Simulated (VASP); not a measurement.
# Zn (P6/mmm) in VASP: further runs

Runs on Zn. Level: revPBE. Tasks: single point.

Program: VASP 6.6.1. These are calculated values, not measurements. Logs are shortened: lines on timing, memory, paths and dates and some standing lists are left out, and cuts for length are marked.

**1. The cell of the first run**

The structure is hexagonal, space group P6/mmm (No. 191). Conventional cell: a = 4.538 Å, b = 4.538 Å, c = 2.715 Å, α = 90.00°, β = 90.00°, γ = 120.00°. Within 3.6 Å of Zn (site symmetry 6/mmm) lie 14 Zn at 2.71 to 2.95 Å. Zn (site symmetry -6m2) has 11 Zn at 2.62 to 2.95 Å within 3.5 Å.

**2. Single point, revPBE**

Input file INCAR:

```
SYSTEM = Zn
ALGO     = Normal         ! electronic algorithm
EDIFF    = 1E-7           ! SCF threshold, eV
ENCUT    = 520            ! plane-wave cutoff, eV
GGA      = RE             ! functional
ISIF     = 2              ! what is computed and relaxed
ISMEAR   = -1             ! smearing method
LASPH    = .True.         ! aspherical terms in the spheres
LCHARG   = .True.         ! write CHGCAR
LELF     = .True.         ! ELF
LREAL    = .False.        ! projectors in reciprocal space
LVHAR    = .True.       
LWAVE    = .False.        ! write WAVECAR
NBANDS   = 25             ! bands
NELM     = 100            ! most SCF steps
PREC     = Accurate       ! precision mode
SIGMA    = 0.1            ! smearing width, eV
```

Input file KPOINTS:

```
k-points
0
Gamma
  9 9 13
  0 0 0
```

Input file POSCAR:

```
Zn
1.0
    4.5380869089      0.0000000000      0.0000000000
   -2.2690434544      3.9300985477      0.0000000000
    0.0000000000      0.0000000000      2.7145614707
Zn
3
Direct
    0.0000000000      0.0000000000      1.0000000000
    0.3333333333      0.6666666667      0.5000000000
    0.6666666667      0.3333333333      0.5000000000
```

Potentials or basis: VASP PAW PBE potentials, release 64 (Zn).

Launch:

```console
cat potpaw_PBE.64/Zn/POTCAR > POTCAR
mpirun -np 1 vasp_std > vasp.out
```

OUTCAR:

```text
SYSTEM = Zn
   EDIFF = 1E-7
   ENCUT = 520
   GGA = RE
   ISIF = 2
   ISMEAR = -1
   LASPH = .True.
   LREAL = .False.
   NELM = 100
   PREC = Accurate

 ion  position               nearest neighbor table
   1  0.000  0.000  0.000-   2 2.95   3 2.95   2 2.95   3 2.95   2 2.95   2 2.95   3 2.95   3 2.95
                             3 2.95   3 2.95   2 2.95   2 2.95
   2  0.333  0.667  0.500-   3 2.62   3 2.62   3 2.62   1 2.95   1 2.95   1 2.95   1 2.95   1 2.95
                             1 2.95
   3  0.667  0.333  0.500-   2 2.62   2 2.62   2 2.62   1 2.95   1 2.95   1 2.95   1 2.95   1 2.95
                             1 2.95

  LATTYP: Found a hexagonal cell.
 ALAT       =     4.5380869089
 C/A-ratio  =     0.5981730904

  Lattice vectors:

 A1 = (   4.5380869089,   0.0000000000,   0.0000000000)
 A2 = (  -2.2690434544,   3.9300985477,   0.0000000000)
 A3 = (   0.0000000000,   0.0000000000,   2.7145614707)

Analysis of symmetry for initial positions (statically):
=====================================================================
 Subroutine PRICEL returns:
 Original cell was already a primitive cell.

 Routine SETGRP: Setting up the symmetry group for a
 hexagonal supercell.

 Subroutine GETGRP returns: Found 24 space group operations
 (whereof 24 operations were pure point group operations)
 out of a pool of 24 trial point group operations.

The static configuration has the point symmetry D_6h.

Analysis of symmetry for dynamics (positions and initial velocities):
=====================================================================
 Subroutine PRICEL returns:
 Original cell was already a primitive cell.

 Routine SETGRP: Setting up the symmetry group for a
 hexagonal supercell.

 Subroutine GETGRP returns: Found 24 space group operations
 (whereof 24 operations were pure point group operations)
 out of a pool of 24 trial point group operations.

The dynamic configuration has the point symmetry D_6h.

 Subroutine INISYM returns: Found 24 space group operations
 (whereof 24 operations are pure point group operations),
 and found     1 'primitive' translations

----------------------------------------------------------------------------------------

                                     Primitive cell

  volume of cell :      48.4146

  direct lattice vectors                    reciprocal lattice vectors
     4.538086909  0.000000000  0.000000000     0.220357173  0.127223273  0.000000000
    -2.269043454  3.930098548  0.000000000     0.000000000  0.254446546  0.000000000
[... 80 lines left out ...]
   ICHARG =      2    charge: 1-file 2-atom 10-const
   ISPIN  =      1    spin polarized calculation?
   LNONCOLLINEAR =      F non collinear calculations
   LSORBIT =      F    spin-orbit coupling
   LASPH  =      T    aspherical Exc in radial PAW
   ENCUT  =  520.0 eV  38.22 Ry    6.18 a.u.   8.44  8.44  5.05*2*pi/ulx,y,z
   NELM   =    100;   NELMIN=  2; NELMDL= -5     # of ELM steps
   EDIFF  = 0.1E-06   stopping-criterion for ELM
   LREAL  =      F    real-space projection
   EDIFFG = 0.1E-05   stopping-criterion for IOM
   NSW    =      0    number of steps for IOM
   IBRION =     -1    ionic relax: 0-MD 1-quasi-New 2-CG
   NFREE  =      0    steps in history (QN), initial steepest desc. (CG)
   ISIF   =      2    stress and relaxation
   ISYM   =      2    0-nonsym 1-usesym 2-fastsym
   POTIM  = 0.5000    time-step for ionic-motion
   TEBEG  =    0.0;   TEEND  =   0.0 temperature during run
   PSTRESS=    0.0 pullay stress
   NELECT =      36.0000    total number of electrons
   NUPDOWN=      -1.0000    fix difference up-down
   EMIN   =  10.00;   EMAX   =-10.00  energy-range for DOS
   EFERMI =   0.00;   METHOD = LEGACY
   ISMEAR =    -1;   SIGMA  =   0.10  broadening in eV -4-tet -1-fermi 0-gaus
   EFERMI_NEDOS =   21; number of points for ismear=-14 and -15
   IALGO  =     38    algorithm
   IMIX   =      4    mixing-type and parameters
     AMIX     =   0.40;   BMIX     =  1.00
     AMIX_MAG =   1.60;   BMIX_MAG =  1.00
  volume/ion in A,a.u.               =      16.14       108.91
  Fermi-wavevector in a.u.,A,eV,Ry     =   1.483145  2.802738 29.929006  2.199720
  Thomas-Fermi vector in A             =   2.596843
   LORBIT       =      0    0 simple, 1 ext, 2 COOP (PROOUT), +10 PAW based schemes
   GGA     = RE    functional components
   LHFCALC =     F    Hartree Fock is set to
   AEXX    =    0.0000 exact exchange contribution
   IVDW    =     0    specifies the selected vdW correction
   LEPSILON=     F    determine dielectric tensor
   LRPA    =     F    only Hartree local field effects (RPA)
 non-spin polarized calculation
  energy-cutoff  :      520.00
  volume of cell :       48.41
 maximum number of plane-waves:      1336
 NGX is ok and might be reduce to    36
   NGX = 17   NGY = 17   NGZ = 11

 number of electron      36.0000040 magnetization

 Free energy of the ion-electron system (eV)
  ---------------------------------------------------
  ext. energy  EPLUGINS =         0.00000000
  ---------------------------------------------------
  free energy    TOTEN  =        -2.18189861 eV

  energy without entropy =       -2.15175984  energy(sigma->0) =       -2.16682923

 E-fermi :   2.8891     XC(G=0): -11.1523

 val. band max:        2.8666341173   @ k =   0.4444   0.0000   0.3077
 cond. band min:       2.9324706400   @ k =   0.4444   0.1111   0.0000
 fundamental gap:      0.0658365227
 Fermi energy:         2.8891375225

 k-point     1 :       0.0000    0.0000    0.0000
  band No.  band energies     occupation
      1      -7.1071      2.00000
      2      -5.3028      2.00000
      3      -4.8880      2.00000
      4      -4.8281      2.00000
      5      -4.7785      2.00000
      6      -4.7785      2.00000
[... 661 lines left out ...]
     24      14.5065      0.00000
     25      15.4562      0.00000

 [... further k-points ...]
[... 5 lines left out ...]
  --------------------------------------------------------------------------------------
  -------------------------------------------------------------------------------------
  Total       -0.0798751     -0.0798751      0.2849084     -0.0000000     -0.0000000      0.0000000
  in kB       -2.6432978     -2.6432978      9.4284418     -0.0000000     -0.0000000      0.0000000
  external PRESSURE =       1.3806154 kB  Pullay stress =       0.0000000 kB

 VOLUME and BASIS-vectors are now :
 -----------------------------------------------------------------------------
  energy-cutoff  :      520.00
  volume of cell :       48.41
      direct lattice vectors                 reciprocal lattice vectors
     4.538086909  0.000000000  0.000000000     0.220357173  0.127223273  0.000000000
    -2.269043454  3.930098548  0.000000000     0.000000000  0.254446546  0.000000000
     0.000000000  0.000000000  2.714561471     0.000000000  0.000000000  0.368383627

 POSITION                                       TOTAL-FORCE (eV/Angst)
 -----------------------------------------------------------------------------------
      0.00000      0.00000      0.00000        -0.000000      0.000000      0.000000
     -0.00000      2.62007      1.35728         0.000000     -0.000000     -0.000000
      2.26904      1.31003      1.35728        -0.000000      0.000000      0.000000
 -----------------------------------------------------------------------------------
    total drift:                                0.000000      0.000000     -0.000000

  FREE ENERGIE OF THE ION-ELECTRON SYSTEM (eV)
  ---------------------------------------------------
  free  energy   TOTEN  =        -2.1818986114 eV

  energy  without entropy=       -2.1517598434  energy(sigma->0) =       -2.16682923
```

stdout:

```text
POSCAR found type information on POSCAR Zn
 POSCAR found :  1 types and       3 ions
 scaLAPACK will be used
 -----------------------------------------------------------------------------
|                                                                             |
|                                                                             |
|     You enforced a specific xc type in the INCAR file but a different       |
|     I HOPE YOU KNOW WHAT YOU ARE DOING!                                     |
|                                                                             |
 -----------------------------------------------------------------------------

 LDA part: xc-table for (Slater+PW92), standard interpolation
 POSCAR, INCAR and KPOINTS ok, starting setup
 FFT: planning ... GRIDC
 FFT: planning ... GRID_SOFT
 FFT: planning ... GRID
 WAVECAR not read
 entering main loop
```

Wall time 42 s (1 thread of Intel Xeon 6975P-C (Granite Rapids), shared host); peak memory 0.21 GiB.

What came out:

* Free energy: -2.1819 eV
* Pressure: 0.1 GPa
* Band gap on the k mesh: zero (band 18 reaches 6.86 eV, above the bottom of band 19 at 1.71 eV)

Levels at points of the mesh, in eV from the Fermi level:
| k point | band 14 | band 15 | band 16 | band 17 | band 18 | band 19 | band 20 | band 21 | band 22 | band 23 |
| --- | --- | --- | --- | --- | --- | --- | --- | --- | --- | --- |
| (0.00, 0.00, 0.00) | -7.30 | -6.98 | -6.98 | 0.62 | 0.64 | 0.64 | 0.70 | 0.70 | 0.79 | 9.80 |

Caveat: the PAW data sets were made with another functional, which shifts forces and pressure a little.

**3. Single point, revPBE (volume scaled by 1.04)**

Input file INCAR:

```
SYSTEM = Zn
ALGO = Normal ; EDIFF = 1E-6
ENCUT = 520 ; GGA = RE
ISIF = 2 ; ISMEAR = -1
LASPH = .TRUE. ; LCHARG = .FALSE.
LREAL = .FALSE. ; LWAVE = .FALSE.
NBANDS = 25 ; NELM = 100
PREC = Accurate ; SIGMA = 0.1
```

Input file KPOINTS:

```
k-points
0
G
  9 9 13
  0 0 0
```

Input file POSCAR:

```
Zn
1.0
    4.5978054271      0.0000000000      0.0000000000
   -2.2989027135      3.9818163015      0.0000000000
    0.0000000000      0.0000000000      2.7502834813
Zn
3
Direct
    0.0000000000      0.0000000000      1.0000000000
    0.3333333333      0.6666666667      0.5000000000
    0.6666666667      0.3333333333      0.5000000000
```

Potentials or basis: VASP PAW PBE potentials, release 64 (Zn).

Launch:

```console
cat potpaw_PBE.64/Zn/POTCAR > POTCAR
mpirun -np 1 vasp_std > vasp.out
```

Wall time 40 s (1 thread of Intel Xeon 6975P-C (Granite Rapids), shared host); peak memory 0.21 GiB.

The run converged. Its results:

```
Free energy            : -2.1711 eV
Pressure               : -1.9 GPa
Band gap on the k mesh : zero (band 18 reaches 6.51 eV, above the bottom of band 19 at 1.39 eV)
```

Stress tensor (GPa, compression positive):
```
-2.29  0.00  0.00
 0.00 -2.29  0.00
 0.00  0.00 -1.25
```

Levels at points of the mesh, in eV from the Fermi level:
```csv
k point,band 16,band 17,band 18,band 19,band 20,band 21
"(0.00, 0.00, 0.00)",-6.91,0.51,0.68,0.69,0.69,0.75
```

Caveat: the PAW data sets were made with another functional, which shifts forces and pressure a little.

**4. Single point, revPBE (volume scaled by 1.08)**

Input file INCAR:

```
SYSTEM = Zn
PREC = Accurate
ENCUT = 520
EDIFF = 1E-6
ISMEAR = -1
SIGMA = 0.1
LREAL = .FALSE.
LASPH = .TRUE.
NELM = 100
ALGO = Normal
ISIF = 2
LWAVE = .FALSE.
LCHARG = .TRUE.
GGA = RE
LELF = .TRUE.
LVHAR = .TRUE.
NBANDS = 25
```

Input file KPOINTS:

```
Automatic mesh
0
G
  9 9 13
  0 0 0
```

Input file POSCAR:

```
Zn
1.0
    4.6560116749      0.0000000000      0.0000000000
   -2.3280058374      4.0322243908      0.0000000000
    0.0000000000      0.0000000000      2.7851008924
Zn
3
Direct
    0.0000000000      0.0000000000      1.0000000000
    0.3333333333      0.6666666667      0.5000000000
    0.6666666667      0.3333333333      0.5000000000
```

Potentials or basis: VASP PAW PBE potentials, release 64 (Zn).

Launch:

```console
cat potpaw_PBE.64/Zn/POTCAR > POTCAR
mpirun -np 1 vasp_std > vasp.out
```

OUTCAR:

```text
SYSTEM = Zn
   PREC = Accurate
   ENCUT = 520
   EDIFF = 1E-6
   ISMEAR = -1
   LREAL = .FALSE.
   LASPH = .TRUE.
   NELM = 100
   ISIF = 2
   GGA = RE

 ion  position               nearest neighbor table
   1  0.000  0.000  0.000-   2 3.03   3 3.03   2 3.03   3 3.03   2 3.03   2 3.03   3 3.03   3 3.03
                             3 3.03   3 3.03   2 3.03   2 3.03
   2  0.333  0.667  0.500-   3 2.69   3 2.69   3 2.69   1 3.03   1 3.03   1 3.03   1 3.03   1 3.03
                             1 3.03
   3  0.667  0.333  0.500-   2 2.69   2 2.69   2 2.69   1 3.03   1 3.03   1 3.03   1 3.03   1 3.03
                             1 3.03

  LATTYP: Found a hexagonal cell.
[... 870 lines left out ...]
  --------------------------------------------------------------------------------------
  -------------------------------------------------------------------------------------
  Total       -1.1801962     -1.1801962     -0.8835585     -0.0000000      0.0000000      0.0000000
  in kB      -36.1630546    -36.1630546    -27.0736109     -0.0000000      0.0000000      0.0000000
  external PRESSURE =     -33.1332401 kB  Pullay stress =       0.0000000 kB

 VOLUME and BASIS-vectors are now :
 -----------------------------------------------------------------------------
  energy-cutoff  :      520.00
  volume of cell :       52.29
      direct lattice vectors                 reciprocal lattice vectors
     4.656011675  0.000000000  0.000000000     0.214776094  0.124001036  0.000000000
    -2.328005837  4.032224391  0.000000000     0.000000000  0.248002071  0.000000000
     0.000000000  0.000000000  2.785100892     0.000000000  0.000000000  0.359053420

 POSITION                                       TOTAL-FORCE (eV/Angst)
 -----------------------------------------------------------------------------------
      0.00000      0.00000      0.00000         0.000000      0.000000     -0.000000
     -0.00000      2.68815      1.39255        -0.000000     -0.000000     -0.000000
      2.32801      1.34407      1.39255         0.000000      0.000000      0.000000
 -----------------------------------------------------------------------------------
    total drift:                                0.000000      0.000000     -0.000000

  FREE ENERGIE OF THE ION-ELECTRON SYSTEM (eV)
  ---------------------------------------------------
  free  energy   TOTEN  =        -2.1394754437 eV

  energy  without entropy=       -2.1063899814  energy(sigma->0) =       -2.12293271
```

OSZICAR:

```text
N       E                     dE             d eps       ncg     rms          rms(c)
DAV:   1     0.196018224317E+03    0.19602E+03   -0.18138E+04  4208   0.220E+03
DAV:   2     0.802701811873E+01   -0.18799E+03   -0.18253E+03  4224   0.355E+02
DAV:   3    -0.219935147998E+01   -0.10226E+02   -0.10153E+02  4680   0.933E+01
DAV:   4    -0.229326348875E+01   -0.93912E-01   -0.93874E-01  4954   0.947E+00
DAV:   5    -0.229341835979E+01   -0.15487E-03   -0.15487E-03  4855   0.337E-01    0.363E+00
DAV:   6    -0.214336792677E+01    0.15005E+00   -0.75459E-01  5048   0.148E+01    0.298E+00
DAV:   7    -0.214079853724E+01    0.25694E-02   -0.24816E-02  4686   0.212E+00    0.150E+00
DAV:   8    -0.213936334912E+01    0.14352E-02   -0.31432E-03  5398   0.732E-01    0.590E-02
DAV:   9    -0.213946816203E+01   -0.10481E-03   -0.54290E-04  5043   0.334E-01    0.436E-02
DAV:  10    -0.213947466787E+01   -0.65058E-05   -0.45190E-05  4716   0.200E-01    0.176E-02
DAV:  11    -0.213947544370E+01   -0.77583E-06   -0.96895E-06  4993   0.407E-02
   1 F= -.21394754E+01 E0= -.21229327E+01  d E =-.330855E-01
```

Wall time 51 s (1 thread of Intel Xeon 6975P-C (Granite Rapids), shared host); peak memory 0.22 GiB.

Results:

- Free energy: -2.1395 eV
- Pressure: -3.3 GPa
- Band gap on the k mesh: zero (band 18 reaches 6.18 eV, above the bottom of band 19 at 1.09 eV)

Caveat: the PAW data sets were made with another functional, which shifts forces and pressure a little.

**5. Single point, revPBE (volume scaled by 1.12)**

Input file INCAR:

```
ALGO     = Normal         # electronic algorithm
EDIFF    = 1E-7           # SCF threshold, eV
ENCUT    = 520            # plane-wave cutoff, eV
GGA      = RE             # functional
ISIF     = 2              # what is computed and relaxed
ISMEAR   = -1             # smearing method
LASPH    = T              # aspherical terms in the spheres
LCHARG   = T              # write CHGCAR
LELF     = T              # ELF
LREAL    = F              # projectors in reciprocal space
LVHAR    = T            
LWAVE    = F              # write WAVECAR
NBANDS   = 25             # bands
NELM     = 100            # most SCF steps
PREC     = Accurate       # precision mode
SIGMA    = 0.1            # smearing width, eV
```

Input file KPOINTS:

```
k-points
0
Gamma
  9 9 13
```

Input file POSCAR:

```
Zn
1.0
    4.7127979016      0.0000000000      0.0000000000
   -2.3563989508      4.0814027057      0.0000000000
    0.0000000000      0.0000000000      2.8190688851
Zn
3
Direct
    0.0000000000      0.0000000000      1.0000000000
    0.3333333333      0.6666666667      0.5000000000
    0.6666666667      0.3333333333      0.5000000000
```

Launch:

```console
cat potpaw_PBE.64/Zn/POTCAR > POTCAR
mpirun -np 1 vasp_std > vasp.out
```

Wall time 60 s (1 thread of Intel Xeon 6975P-C (Granite Rapids), shared host); peak memory 0.22 GiB.

It converged, with:

| Property | Result |
| --- | --- |
| Free energy | -2.0922 eV |
| Pressure | -4.4 GPa |
| Band gap on the k mesh | zero (band 18 reaches 5.87 eV, above the bottom of band 19 at 0.82 eV) |

Stress tensor (GPa, compression positive):
```
-4.68  0.00  0.00
 0.00 -4.68  0.00
 0.00  0.00 -3.92
```

Levels at points of the mesh, in eV from the Fermi level:
| k point | band 15 | band 16 | band 17 | band 18 | band 19 | band 20 | band 21 | band 22 |
| --- | --- | --- | --- | --- | --- | --- | --- | --- |
| (0.00, 0.00, 0.00) | -6.80 | -6.80 | 0.31 | 0.48 | 0.77 | 0.77 | 0.84 | 0.84 |

Caveat: the PAW data sets were made with another functional, which shifts forces and pressure a little.

(Continued in part 2 of 2.)
